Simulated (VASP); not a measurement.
# O (Fd-3m) in VASP: further runs

O is run at these levels: PBEsol+D3(BJ), PBEsol; tasks: relaxation of cell and atoms.

All numbers are computed with VASP 6.6.1; they aren't measurements. Logs are shortened: lines on timing, memory, paths and dates and some standing lists are left out, and cuts for length are marked.

## 1. The cell of the first run

Symmetry: Fd-3m, No. 227, cubic system. Conventional cell: a = 4.342 Å, b = 4.342 Å, c = 4.342 Å, α = 90.00°, β = 90.00°, γ = 90.00°. O (site symmetry -43m) has 4 O at 1.88 Å within 2.5 Å.

## 2. Relaxation of cell and atoms, PBEsol+D3(BJ)

Input file INCAR:

```
ALGO = Normal
EDIFF = 1E-6
EDIFFG = -0.005
ENCUT = 600
GGA = PS
IBRION = 2
ISIF = 3
ISMEAR = -1
IVDW = 12
LASPH = T
LCHARG = F
LREAL = F
LWAVE = F
NELM = 100
NSW = 80
PREC = Accurate
SIGMA = 0.05
```

Input file KPOINTS:

```
k-points
0
Gamma
  6 6 6
```

Input file POSCAR:

```
O
1.0
    3.0700550000      0.0000000000      0.0000000000
    1.5350275000      2.6587456210      0.0000000000
    1.5350275000      0.8862485403      2.5066894108
O
2
Direct
    0.2500000000      0.2500000000      0.2500000000
    0.0000000000      0.0000000000      0.0000000000
```

Potentials or basis: VASP PAW PBE potentials, release 64 (O).

On the command line:

```
cat potpaw_PBE.64/O/POTCAR > POTCAR
mpirun -np 1 vasp_std > vasp.out
```

OUTCAR:

```text
EDIFF = 1E-6
   EDIFFG = -0.005
   ENCUT = 600
   GGA = PS
   IBRION = 2
   ISIF = 3
   ISMEAR = -1
   IVDW = 12
   LASPH = T
   LREAL = F
   NELM = 100
   NSW = 80
   PREC = Accurate
 IVDW          = 12

 ion  position               nearest neighbor table
   1  0.250  0.250  0.250-   2 1.88   2 1.88   2 1.88   2 1.88
   2  0.000  0.000  0.000-   1 1.88   1 1.88   1 1.88   1 1.88

  LATTYP: Found a face centered cubic cell.
 ALAT       =     4.3417134182

  Lattice vectors:

 A1 = (   3.0700550000,   0.0000000000,   0.0000000000)
 A2 = (   1.5350275000,   2.6587456210,   0.0000000000)
 A3 = (   1.5350275000,   0.8862485403,   2.5066894108)

Analysis of symmetry for initial positions (statically):
=====================================================================
 Subroutine PRICEL returns:
 Original cell was already a primitive cell.

 Routine SETGRP: Setting up the symmetry group for a
 face centered cubic supercell.

 Subroutine GETGRP returns: Found 48 space group operations
 (whereof 24 operations were pure point group operations)
 out of a pool of 48 trial point group operations.

The static configuration has the point symmetry T_d .
 The point group associated with its full space group is O_h .

Analysis of symmetry for dynamics (positions and initial velocities):
=====================================================================
 Subroutine PRICEL returns:
 Original cell was already a primitive cell.

 Routine SETGRP: Setting up the symmetry group for a
 face centered cubic supercell.

 Subroutine GETGRP returns: Found 48 space group operations
 (whereof 24 operations were pure point group operations)
 out of a pool of 48 trial point group operations.

The dynamic configuration has the point symmetry T_d .
 The point group associated with its full space group is O_h .

 Subroutine INISYM returns: Found 48 space group operations
 (whereof 24 operations are pure point group operations),
 and found     1 'primitive' translations

----------------------------------------------------------------------------------------

                                     Primitive cell

  volume of cell :      20.4608

  direct lattice vectors                    reciprocal lattice vectors
     3.070055000  0.000000000  0.000000000     0.325727064 -0.188058608 -0.132977517
     1.535027500  2.658745621  0.000000000     0.000000000  0.376117216 -0.132977517
     1.535027500  0.886248540  2.506689411     0.000000000  0.000000000  0.398932551

  length of vectors
     3.070055000  3.070055000  3.070055000     0.398932551  0.398932551  0.398932551

  position of ions in fractional coordinates (direct lattice)
     0.250000000  0.250000000  0.250000000
     0.000000000  0.000000000  0.000000000

  ion indices of the primitive-cell ions
   primitive index   ion index
                 1           1
                 2           2

----------------------------------------------------------------------------------------

 KPOINTS: k-points

Automatic generation of k-mesh.
 Grid dimensions read from file:
 generate k-points for:    6    6    6

 Generating k-lattice:

  Cartesian coordinates                     Fractional coordinates (reciprocal lattice)
     0.054287844 -0.031343101 -0.022162919     0.166666667  0.000000000 -0.000000000
     0.000000000  0.062686203 -0.022162919     0.000000000  0.166666667  0.000000000
     0.000000000  0.000000000  0.066488758     0.000000000  0.000000000  0.166666667

  Length of vectors
     0.066488758  0.066488758  0.066488758

  Shift w.r.t. Gamma in fractional coordinates (k-lattice)
     0.000000000  0.000000000  0.000000000

 Subroutine IBZKPT returns following result:
 ===========================================

 Found     16 irreducible k-points:

 Following reciprocal coordinates:
            Coordinates               Weight
  0.000000  0.000000  0.000000      1.000000
  0.166667  0.000000 -0.000000      8.000000
  0.333333  0.000000 -0.000000      8.000000
  0.500000  0.000000  0.000000      4.000000
  0.166667  0.166667 -0.000000      6.000000
  0.333333  0.166667 -0.000000     24.000000
[... 8 lines left out ...]
 -0.333333  0.333333  0.166667     24.000000
 -0.333333  0.500000  0.166667     12.000000
   k-points           NKPTS =     16   k-points in BZ     NKDIM =     16   number of bands    NBANDS=     10
   number of dos      NEDOS =    301   number of ions     NIONS =      2
   total plane-waves  NPLWV =  21952
   dimension x,y,z NGX =    28 NGY =   28 NGZ =   28
   dimension x,y,z NGXF=    56 NGYF=   56 NGZF=   56
   ions per type =               2
   NGX,Y,Z   is equivalent  to a cutoff of  15.16, 15.16, 15.16 a.u.
   NGXF,Y,Z  is equivalent  to a cutoff of  30.32, 30.32, 30.32 a.u.
 SYSTEM =  unknown system
   PREC   = accura    normal or accurate (medium, high low for compatibility)
   ISTART =      0    job   : 0-new  1-cont  2-samecut
   ICHARG =      2    charge: 1-file 2-atom 10-const
   ISPIN  =      1    spin polarized calculation?
   LNONCOLLINEAR =      F non collinear calculations
   LSORBIT =      F    spin-orbit coupling
   LASPH  =      T    aspherical Exc in radial PAW
   ENCUT  =  600.0 eV  44.10 Ry    6.64 a.u.   6.13  6.13  6.13*2*pi/ulx,y,z
   NELM   =    100;   NELMIN=  2; NELMDL= -5     # of ELM steps
   EDIFF  = 0.1E-05   stopping-criterion for ELM
   LREAL  =      F    real-space projection
   EDIFFG = -.5E-02   stopping-criterion for IOM
   NSW    =     80    number of steps for IOM
   IBRION =      2    ionic relax: 0-MD 1-quasi-New 2-CG
   NFREE  =      1    steps in history (QN), initial steepest desc. (CG)
   ISIF   =      3    stress and relaxation
   ISYM   =      2    0-nonsym 1-usesym 2-fastsym
   POTIM  = 0.5000    time-step for ionic-motion
   TEBEG  =    0.0;   TEEND  =   0.0 temperature during run
   PSTRESS=    0.0 pullay stress
   NELECT =      12.0000    total number of electrons
   NUPDOWN=      -1.0000    fix difference up-down
   EMIN   =  10.00;   EMAX   =-10.00  energy-range for DOS
   EFERMI =   0.00;   METHOD = LEGACY
   ISMEAR =    -1;   SIGMA  =   0.05  broadening in eV -4-tet -1-fermi 0-gaus
   EFERMI_NEDOS =   21; number of points for ismear=-14 and -15
   IALGO  =     38    algorithm
   IMIX   =      4    mixing-type and parameters
     AMIX     =   0.40;   BMIX     =  1.00
     AMIX_MAG =   1.60;   BMIX_MAG =  1.00
  volume/ion in A,a.u.               =      10.23        69.04
  Fermi-wavevector in a.u.,A,eV,Ry     =   1.370337  2.589562 25.549344  1.877824
  Thomas-Fermi vector in A             =   2.496132
   LORBIT       =      0    0 simple, 1 ext, 2 COOP (PROOUT), +10 PAW based schemes
   GGA     = PS    functional components
   LHFCALC =     F    Hartree Fock is set to
   AEXX    =    0.0000 exact exchange contribution
   IVDW    =    12    specifies the selected vdW correction
   LEPSILON=     F    determine dielectric tensor
   LRPA    =     F    only Hartree local field effects (RPA)
 conjugate gradient relaxation of ions
 non-spin polarized calculation
  energy-cutoff  :      600.00
  volume of cell :       20.46
 maximum number of plane-waves:       701
 NGX is ok and might be reduce to    28
   NGX = 13   NGY = 13   NGZ = 13

--------------------------------------- Ionic step        1  -------------------------------------------

 number of electron      12.0000001 magnetization

 Free energy of the ion-electron system (eV)
  ---------------------------------------------------
  ext. energy  EPLUGINS =         0.00000000
  ---------------------------------------------------
  free energy    TOTEN  =        -6.76528093 eV

  energy without entropy =       -6.75277079  energy(sigma->0) =       -6.75902586

------------------------ aborting loop because EDIFF is reached ----------------------------------------

 Edisp (eV)   -0.10770

 E8    (eV) :    -0.0450

  FORCE on cell =-STRESS in cart. coord.  units (eV):
  Direction    XX          YY          ZZ          XY          YZ          ZX
  --------------------------------------------------------------------------------------
  -------------------------------------------------------------------------------------
  Total      -0.11837    -0.11837    -0.11837     0.00000     0.00000     0.00000
  in kB      -9.26883    -9.26883    -9.26883     0.00000     0.00000     0.00000
  external pressure =       -9.27 kB  Pullay stress =        0.00 kB

 VOLUME and BASIS-vectors are now :
 -----------------------------------------------------------------------------
  energy-cutoff  :      600.00
  volume of cell :       20.46
      direct lattice vectors                 reciprocal lattice vectors
     3.070055000  0.000000000  0.000000000     0.325727064 -0.188058608 -0.132977517
     1.535027500  2.658745621  0.000000000     0.000000000  0.376117216 -0.132977517
     1.535027500  0.886248540  2.506689411     0.000000000  0.000000000  0.398932551

 POSITION                                       TOTAL-FORCE (eV/Angst)
 -----------------------------------------------------------------------------------
      1.53503      0.88625      0.62667         0.000000     -0.000000     -0.000000
      0.00000      0.00000      0.00000        -0.000000      0.000000      0.000000
 -----------------------------------------------------------------------------------
    total drift:                                0.000000      0.000000      0.000000
[... 25 lines left out ...]
 VOLUME and BASIS-vectors are now :
 -----------------------------------------------------------------------------
  energy-cutoff  :      600.00
  volume of cell :       20.29
      direct lattice vectors                 reciprocal lattice vectors
     3.061289329 -0.000000000  0.000000000     0.326659748 -0.188597093 -0.133358284
     1.530644664  2.651154327  0.000000000     0.000000000  0.377194187 -0.133358284
     1.530644664  0.883718109  2.499532270    -0.000000000 -0.000000000  0.400074851

 POSITION                                       TOTAL-FORCE (eV/Angst)
 -----------------------------------------------------------------------------------
      1.53064      0.88372      0.62488        -0.000000     -0.000000      0.000000
      3.06129     -0.00000      0.00000         0.000000      0.000000     -0.000000
 -----------------------------------------------------------------------------------
    total drift:                               -0.000000     -0.000000     -0.000000

  FREE ENERGIE OF THE ION-ELECTRON SYSTEM (eV)
  ---------------------------------------------------
  free  energy   TOTEN  =        -6.8734014308 eV

  energy  without entropy=       -6.8611031559  energy(sigma->0) =       -6.86725229

--------------------------------------- Ionic step        3  -------------------------------------------

 number of electron      12.0000002 magnetization

 Free energy of the ion-electron system (eV)
  ---------------------------------------------------
  ext. energy  EPLUGINS =         0.00000000
  ---------------------------------------------------
  free energy    TOTEN  =        -6.76550268 eV

  energy without entropy =       -6.75317269  energy(sigma->0) =       -6.75933768

 E-fermi :   0.9069     XC(G=0): -10.5050

 val. band max:        0.7996861564   @ k =  -0.1667   0.1667   0.0000
 cond. band min:       0.9550385347   @ k =  -0.3333   0.1667   0.0000
 fundamental gap:      0.1553523783
 Fermi energy:         0.9068542163

 k-point     1 :       0.0000    0.0000    0.0000
  band No.  band energies     occupation
      1     -20.9610      2.00000
      2     -12.3805      2.00000
      3      -3.1053      2.00000
      4      -3.1053      2.00000
      5      -3.1053      2.00000
      6       0.1923      2.00000
      7       0.1923      2.00000
      8       0.1923      2.00000
      9      10.6135      0.00000
     10      24.5872      0.00000

 k-point     2 :       0.1667    0.0000   -0.0000
  band No.  band energies     occupation
      1     -20.6223      2.00000
      2     -13.0350      2.00000
      3      -3.4153      2.00000
      4      -3.4153      2.00000
      5      -3.3975      2.00000
      6       0.5529      1.99832
      7       0.5529      1.99832
      8       0.5670      1.99777
      9      11.4602      0.00000
     10      21.8822      0.00000

 k-point     3 :       0.3333    0.0000   -0.0000
  band No.  band energies     occupation
      1     -19.7487      2.00000
      2     -14.4802      2.00000
      3      -4.0641      2.00000
      4      -3.8972      2.00000
      5      -3.8972      2.00000
      6       1.1156      0.03030
      7       1.1156      0.03030
      8       1.5912      0.00000
      9      13.0571      0.00000
     10      18.6840      0.00000
[... 184 lines left out ...]
 VOLUME and BASIS-vectors are now :
 -----------------------------------------------------------------------------
  energy-cutoff  :      600.00
  volume of cell :       20.31
      direct lattice vectors                 reciprocal lattice vectors
     3.062621900 -0.000000000  0.000000000     0.326517616 -0.188515033 -0.133300258
     1.531310950  2.652308367  0.000000000     0.000000000  0.377030066 -0.133300258
     1.531310950  0.884102789  2.500620310    -0.000000000 -0.000000000  0.399900775

 POSITION                                       TOTAL-FORCE (eV/Angst)
 -----------------------------------------------------------------------------------
      1.53131      0.88410      0.62516         0.000000      0.000000     -0.000000
      0.00000      0.00000      0.00000        -0.000000     -0.000000      0.000000
 -----------------------------------------------------------------------------------
    total drift:                                0.000000      0.000000      0.000000

  FREE ENERGIE OF THE ION-ELECTRON SYSTEM (eV)
  ---------------------------------------------------
  free  energy   TOTEN  =        -6.8734155137 eV

  energy  without entropy=       -6.8610855249  energy(sigma->0) =       -6.86725052

 reached required accuracy - stopping structural energy minimisation
```

Wall time 7 s (1 thread of Intel Xeon 6975P-C, shared host); peak memory 0.15 GiB.

Results:

| Property | Result |
| --- | --- |
| Free energy | -6.8734 eV |
| Relaxed volume | 10.16 Å³/atom |
| Relaxed cell | a = 3.063 Å, b = 3.063 Å, c = 3.063 Å, α = 60.00°, β = 60.00°, γ = 60.00° |
| Space group after relaxing (to 0.05 Å) | Fd-3m (No. 227) |
| Energy gained by relaxing | 0.2 meV/atom |
| Ionic steps | 3 |
| Pressure after relaxing | 0.0 GPa |
| Band gap on the k mesh | zero (band 6 reaches 1.34 eV, above the bottom of band 7 at 0.19 eV) |
| Dispersion energy per atom | -0.054 eV |

The path:
| step | energy change (eV) | largest force (eV/Å) | pressure (GPa) | volume (Å³) |
| --- | --- | --- | --- | --- |
| 1 | 0.0000 | 0.0000 | -0.93 | 20.46 |
| 2 | -0.0004 | 0.0000 | 0.18 | 20.29 |
| 3 | -0.0004 | 0.0000 | 0.00 | 20.31 |

Final structure:
```
O
1.0
     3.06262    0.00000    0.00000
     1.53131    2.65231    0.00000
     1.53131    0.88410    2.50062
O
2
Direct
  0.25000 0.25000 0.25000
  0.00000 0.00000 0.00000
```

Levels at points of the mesh, in eV from the Fermi level:
| k point | band 3 | band 4 | band 5 | band 6 | band 7 | band 8 | band 9 | band 10 |
| --- | --- | --- | --- | --- | --- | --- | --- | --- |
| (0.00, 0.00, 0.00) | -4.01 | -4.01 | -4.01 | -0.71 | -0.71 | -0.71 | 9.71 | 23.68 |
| (0.50, 0.00, 0.00) | -5.29 | -5.00 | -5.00 | 0.44 | 0.44 | 1.27 | 13.25 | 15.94 |
| (0.50, 0.50, 0.00) | -6.16 | -6.16 | -2.28 | -2.28 | 1.84 | 1.84 | 13.23 | 13.23 |

Caveat: the k points lie up to 0.42 Å⁻¹ apart in the final cell; the PAW data sets were made with another functional, which shifts forces and pressure a little; pairwise dispersion overbinds metals, which lowers pressure and volume.

## 3. Relaxation of cell and atoms, PBEsol

Input file INCAR:

```
SYSTEM = O
  PREC = Accurate
  ENCUT = 600
  EDIFF = 1E-7
  ISMEAR = -1
  SIGMA = 0.05
  LREAL = .False.
  LASPH = .True.
  NELM = 100
  ALGO = Normal
  ISIF = 3
  LWAVE = .False.
  LCHARG = .False.
  GGA = PS
  IBRION = 2
  NSW = 80
  EDIFFG = -0.005
```

Input file KPOINTS:

```
regular mesh
0
Gamma
  6 6 6
  0 0 0
```

POSCAR is that of step 2.

Potentials or basis: VASP PAW PBE potentials, release 64 (O).

On the command line:

```
cat potpaw_PBE.64/O/POTCAR > POTCAR
mpirun -np 1 vasp_std > vasp.out
```

It took 10 s on 1 thread of Intel Xeon 6975P-C, shared host; peak memory 0.14 GiB.

Results (log left out):

| Quantity | Value |
| --- | --- |
| Free energy | -6.7655 eV |
| Relaxed volume | 10.17 Å³/atom |
| Relaxed cell | a = 3.064 Å, b = 3.064 Å, c = 3.064 Å, α = 60.00°, β = 60.00°, γ = 60.00° |
| Space group after relaxing (to 0.05 Å) | Fd-3m (No. 227) |
| Energy gained by relaxing | 0.1 meV/atom |
| Ionic steps | 3 |
| Pressure after relaxing | 0.0 GPa |
| Band gap on the k mesh | zero (band 6 reaches 1.32 eV, above the bottom of band 7 at 0.17 eV) |

Step by step:
```tsv
step	energy change (eV)	largest force (eV/Å)	pressure (GPa)	volume (Å³)
1	0.0000	0.0000	-0.72	20.46
2	-0.0002	0.0000	0.16	20.33
3	-0.0002	0.0000	0.00	20.35
```

Final structure:
```xyz
2
Lattice="3.0645 0.0000 0.0000 1.5322 2.6539 0.0000 1.5322 0.8846 2.5021" Properties=species:S:1:pos:R:3 pbc="T T T"
O     1.5322    0.8846    0.6255
O     0.0000    0.0000    0.0000
```

Levels at points of the mesh, in eV from the Fermi level:
| k point | band 3 | band 4 | band 5 | band 6 | band 7 | band 8 | band 9 | band 10 |
| --- | --- | --- | --- | --- | --- | --- | --- | --- |
| (0.00, 0.00, 0.00) | -4.00 | -4.00 | -4.00 | -0.71 | -0.71 | -0.71 | 9.70 | 23.67 |
| (0.50, 0.00, 0.00) | -5.28 | -4.99 | -4.99 | 0.44 | 0.44 | 1.27 | 13.25 | 15.94 |
| (0.50, 0.50, 0.00) | -6.14 | -6.14 | -2.28 | -2.28 | 1.83 | 1.83 | 13.23 | 13.23 |

Caveat: the k points lie up to 0.42 Å⁻¹ apart in the final cell; the PAW data sets were made with another functional, which shifts forces and pressure a little.
